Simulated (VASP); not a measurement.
# TiO2 (P4_2/mnm) in VASP: a series of runs, part 3 of 3

VASP 6.6.1. Earlier steps stand in the parts before.

## (5) Single point, LDA (8.99 Å³/atom)

This run uses another cell than the first one, of 8.99 Å³/atom.

File INCAR:

```
PREC     = Accurate       # precision mode
ENCUT    = 520            # plane-wave cutoff, eV
EDIFF    = 1E-6           # SCF threshold, eV
ISMEAR   = 0              # smearing method
SIGMA    = 0.05           # smearing width, eV
LREAL    = F              # projectors in reciprocal space
LASPH    = T              # aspherical terms in the spheres
NELM     = 80             # most SCF steps
ALGO     = Normal         # electronic algorithm
ISIF     = 2              # what is computed and relaxed
LWAVE    = F              # write WAVECAR
LCHARG   = T              # write CHGCAR
GGA      = CA             # functional
LELF     = T              # ELF
LVHAR    = T            
NBANDS   = 33             # bands
```

File KPOINTS:

```
regular mesh
0
Gamma
  8 8 10
```

File POSCAR:

```
TiO2
1.0
    4.5001731416      0.0000000000      0.0000000000
    0.0000000000      4.5001731416      0.0000000000
    0.0000000000      0.0000000000      2.6632024652
Ti O
2 4
Direct
    0.0000000000      0.0000000000      0.0000000000
    0.5000000000      0.5000000000      0.5000000000
    0.3039457556      0.3039457556      0.0000000000
    0.1960542444      0.8039457556      0.5000000000
    0.6960542444      0.6960542444      0.0000000000
    0.8039457556      0.1960542444      0.5000000000
```

Potentials or basis: VASP PAW LDA potentials, release 64 (Ti_sv, O).

Run with:

```console
$ cat potpaw_LDA.64/Ti_sv/POTCAR potpaw_LDA.64/O/POTCAR > POTCAR
$ mpirun -np 1 vasp_std > vasp.out
```

OUTCAR:

```text
PREC = Accurate
   ENCUT = 520
   EDIFF = 1E-6
   ISMEAR = 0
   LREAL = F
   LASPH = T
   NELM = 80
   ISIF = 2
   GGA = CA

 ion  position               nearest neighbor table
   1  0.000  0.000  0.000-   4 1.82   6 1.82   4 1.82   6 1.82   5 1.93   3 1.93
   2  0.500  0.500  0.500-   3 1.82   5 1.82   3 1.82   5 1.82   4 1.93   6 1.93
   3  0.304  0.304  0.000-   2 1.82   2 1.82   1 1.93
   4  0.196  0.804  0.500-   1 1.82   1 1.82   2 1.93
   5  0.696  0.696  0.000-   2 1.82   2 1.82   1 1.93
   6  0.804  0.196  0.500-   1 1.82   1 1.82   2 1.93

  LATTYP: Found a simple tetragonal cell.
 ALAT       =     4.5001731416
 C/A-ratio  =     0.5918000000

  Lattice vectors:

 A1 = (   4.5001731416,   0.0000000000,   0.0000000000)
 A2 = (   0.0000000000,   4.5001731416,   0.0000000000)
 A3 = (   0.0000000000,   0.0000000000,   2.6632024652)

Analysis of symmetry for initial positions (statically):
=====================================================================
 Subroutine PRICEL returns:
 Original cell was already a primitive cell.

 Routine SETGRP: Setting up the symmetry group for a
 simple tetragonal supercell.

 Subroutine GETGRP returns: Found 16 space group operations
 (whereof  8 operations were pure point group operations)
 out of a pool of 16 trial point group operations.

The static configuration has the point symmetry D_2h.
 The point group associated with its full space group is D_4h.

Analysis of symmetry for dynamics (positions and initial velocities):
=====================================================================
 Subroutine PRICEL returns:
 Original cell was already a primitive cell.

 Routine SETGRP: Setting up the symmetry group for a
 simple tetragonal supercell.

 Subroutine GETGRP returns: Found 16 space group operations
 (whereof  8 operations were pure point group operations)
 out of a pool of 16 trial point group operations.

The dynamic configuration has the point symmetry D_2h.
 The point group associated with its full space group is D_4h.
[... 130 lines left out ...]
  Thomas-Fermi vector in A             =   2.675805
   LORBIT       =      0    0 simple, 1 ext, 2 COOP (PROOUT), +10 PAW based schemes
   GGA     = CA    functional components
   LHFCALC =     F    Hartree Fock is set to
   AEXX    =    0.0000 exact exchange contribution
   IVDW    =     0    specifies the selected vdW correction
   LEPSILON=     F    determine dielectric tensor
   LRPA    =     F    only Hartree local field effects (RPA)
 non-spin polarized calculation
 Gauss-broadening in eV      SIGMA  =   0.05
  energy-cutoff  :      520.00
  volume of cell :       53.93
 maximum number of plane-waves:      1492
 NGX is ok and might be reduce to    36
   NGX = 17   NGY = 17   NGZ =  9

 number of electron      47.9999967 magnetization

 Free energy of the ion-electron system (eV)
  ---------------------------------------------------
  ext. energy  EPLUGINS =         0.00000000
  ---------------------------------------------------
  free energy    TOTEN  =       -57.53598354 eV

  energy without entropy =      -57.53598354  energy(sigma->0) =      -57.53598354

 E-fermi :   6.0271     XC(G=0): -12.7489

 val. band max:        5.8127457096   @ k =   0.1250   0.1250   0.0000
 cond. band min:       8.0126412432   @ k =   0.0000   0.0000   0.0000
 fundamental gap:      2.1998955335
 Fermi energy:         6.0270749455

 k-point     1 :       0.0000    0.0000    0.0000
  band No.  band energies     occupation
      1     -49.5022      2.00000
      2     -49.4680      2.00000
      3     -26.4401      2.00000
      4     -26.4401      2.00000
      5     -26.0811      2.00000
      6     -26.0811      2.00000
[... 853 lines left out ...]
     32      13.1690      0.00000
     33      13.9130      0.00000

 [... further k-points ...]

------------------------ aborting loop because EDIFF is reached ----------------------------------------

  FORCE on cell =-STRESS in cart. coord.  units (eV):
  Direction    XX          YY          ZZ          XY          YZ          ZX
  --------------------------------------------------------------------------------------
  -------------------------------------------------------------------------------------
  Total       10.3480699     10.3480699     25.4652259      0.0000000      0.0000000      0.0000000
  in kB      307.4024367    307.4024367    756.4765755      0.0000000      0.0000000      0.0000000
  external PRESSURE =     457.0938163 kB  Pullay stress =       0.0000000 kB

 VOLUME and BASIS-vectors are now :
 -----------------------------------------------------------------------------
  energy-cutoff  :      520.00
  volume of cell :       53.93
      direct lattice vectors                 reciprocal lattice vectors
     4.500173142  0.000000000  0.000000000     0.222213672  0.000000000  0.000000000
     0.000000000  4.500173142  0.000000000     0.000000000  0.222213672  0.000000000
     0.000000000  0.000000000  2.663202465     0.000000000  0.000000000  0.375487787

 POSITION                                       TOTAL-FORCE (eV/Angst)
 -----------------------------------------------------------------------------------
      0.00000      0.00000      0.00000         0.000000      0.000000      0.000000
      2.25009      2.25009      1.33160         0.000000      0.000000      0.000000
      1.36781      1.36781      0.00000        -0.994196     -0.994196     -0.000000
      0.88228      3.61790      1.33160         0.994196     -0.994196     -0.000000
      3.13236      3.13236      0.00000         0.994196      0.994196      0.000000
      3.61790      0.88228      1.33160        -0.994196      0.994196      0.000000
 -----------------------------------------------------------------------------------
    total drift:                                0.000000      0.000000      0.000000

  FREE ENERGIE OF THE ION-ELECTRON SYSTEM (eV)
  ---------------------------------------------------
  free  energy   TOTEN  =       -57.5359835398 eV

  energy  without entropy=      -57.5359835398  energy(sigma->0) =      -57.53598354
```

stdout:

```text
POSCAR found type information on POSCAR TiO
 POSCAR found :  2 types and       6 ions
 scaLAPACK will be used
 LDA part: xc-table for (Slater(with rela. corr.)+CA(PZ))
 , standard interpolation
 POSCAR, INCAR and KPOINTS ok, starting setup
 FFT: planning ... GRIDC
 FFT: planning ... GRID_SOFT
 FFT: planning ... GRID
 WAVECAR not read
 entering main loop
```

Run time: 70 s. Hardware: 1 thread of Intel Xeon 6975P-C (Granite Rapids), shared host; peak memory 0.23 GiB.

What came out:

```yaml
Free_energy: -57.5360 eV
Pressure: 45.7 GPa
Largest_force: 1.406 eV/Å
Band_gap_on_the_k_mesh: 2.20 eV (least direct gap 2.25 eV)
```

Forces on the atoms (eV/Å):
```
Ti   0.000  0.000  0.000
Ti   0.000  0.000  0.000
O   -0.994 -0.994  0.000
O    0.994 -0.994  0.000
O    0.994  0.994  0.000
O   -0.994  0.994  0.000
```

Levels at points of the mesh, in eV from the valence-band top:
```tsv
k point	band 22	band 23	band 24	band 25	band 26	band 27
(0.00, 0.00, 0.00)	-0.36	-0.13	-0.05	2.20	2.44	3.46
(0.50, 0.00, 0.00)	-0.99	-0.75	-0.75	3.08	3.08	4.11
(0.50, 0.50, 0.00)	-1.00	-0.64	-0.64	2.20	2.20	3.58
(0.00, 0.00, 0.50)	-2.50	-1.39	-1.39	3.70	3.70	4.52
(0.50, 0.00, 0.50)	-2.11	-1.04	-1.04	2.36	2.36	4.84
(0.50, 0.50, 0.50)	-1.31	-0.56	-0.56	3.25	3.25	3.92
```

Caveat: the cell stands under pressure; forces of over 1 eV/Å act on the atoms, so gaps and moduli don't describe the material at rest.

## (6) Single point, LDA (8.99 Å³/atom)

This run uses another cell than the first one, of 8.99 Å³/atom.

File INCAR:

```
PREC = Accurate ; ENCUT = 520
EDIFF = 1E-6 ; ISMEAR = 0
SIGMA = 0.05 ; LREAL = False
LASPH = True ; NELM = 80
ALGO = Normal ; ISIF = 2
LWAVE = False ; LCHARG = True
LELF = True ; LVHAR = True
NBANDS = 33
```

File KPOINTS:

```
Automatic mesh
0
Gamma
  8 8 10
```

Edit POSCAR of step 5 so:

```diff
@@ -2,5 +2,5 @@
 1.0
-    4.5001731416      0.0000000000      0.0000000000
-    0.0000000000      4.5001731416      0.0000000000
-    0.0000000000      0.0000000000      2.6632024652
+    4.2653951953      0.0000000000      0.0000000000
+    0.0000000000      4.2653951953      0.0000000000
+    0.0000000000      0.0000000000      2.9644496607
 Ti O
```

Potentials or basis: VASP PAW LDA potentials, release 64 (Ti_sv, O).

Run with:

```console
$ cat potpaw_LDA.64/Ti_sv/POTCAR potpaw_LDA.64/O/POTCAR > POTCAR
$ mpirun -np 1 vasp_std > vasp.out
```

Wall time 74 s (1 thread of Intel Xeon 6975P-C (Granite Rapids), shared host); peak memory 0.22 GiB.

The run converged. Its results:

```
Free energy            : -57.9414 eV
Pressure               : 35.3 GPa
Largest force          : 0.007 eV/Å
Band gap on the k mesh : 2.06 eV
```

Forces in eV/Å, atoms in the order of the input:
```
Ti   0.000  0.000  0.000
Ti   0.000  0.000  0.000
O    0.005  0.005  0.000
O   -0.005  0.005  0.000
O   -0.005 -0.005  0.000
O    0.005 -0.005  0.000
```

Stress tensor (GPa, compression positive):
```
41.57  0.00  0.00
 0.00 41.57  0.00
 0.00  0.00 22.84
```

Levels at points of the mesh, in eV from the valence-band top:
```
           k point  band 22  band 23  band 24  band 25  band 26  band 27
(0.00, 0.00, 0.00)    -0.33    -0.33     0.00     2.06     2.57     2.59
(0.50, 0.00, 0.00)    -2.28    -0.89    -0.89     3.00     3.00     3.50
(0.50, 0.50, 0.00)    -1.69    -0.87    -0.87     2.24     2.24     2.68
(0.00, 0.00, 0.50)    -2.45    -1.42    -1.42     3.08     3.08     3.65
(0.50, 0.00, 0.50)    -2.32    -1.23    -1.23     2.11     2.11     3.18
(0.50, 0.50, 0.50)    -1.67    -0.58    -0.58     3.01     3.01     3.18
```

Caveat: the cell stands under pressure. A k mesh can miss the band edges.

## (7) Overview

```tsv
cell	gap on the mesh (eV)	pressure (GPa)	largest force (eV/Å)
a = 4.350, b = 4.350, c = 2.680 Å, 6 atoms	2.31	71.4	1.65
a = 4.409, b = 4.409, c = 2.609 Å, 6 atoms	2.33	75.6	2.19
a = 4.179, b = 4.179, c = 2.904 Å, 6 atoms	2.21	63.0	0.08
a = 4.500, b = 4.500, c = 2.663 Å, 6 atoms	2.20	45.7	1.41
a = 4.265, b = 4.265, c = 2.964 Å, 6 atoms	2.06	35.3	0.01
```

Alike in all rows: task single point; level LDA; potentials or basis VASP PAW LDA potentials, release 64 (Ti_sv, O); no spin polarisation; k mesh 8 × 8 × 10; cutoff (eV) 520; smearing gaussian 0.05 eV.

Caveats: the cell stands under pressure; forces of over 1 eV/Å act on the atoms, so gaps and moduli don't describe the material at rest (at least some runs).

Absolute energies hang on the potentials; compare differences alone.
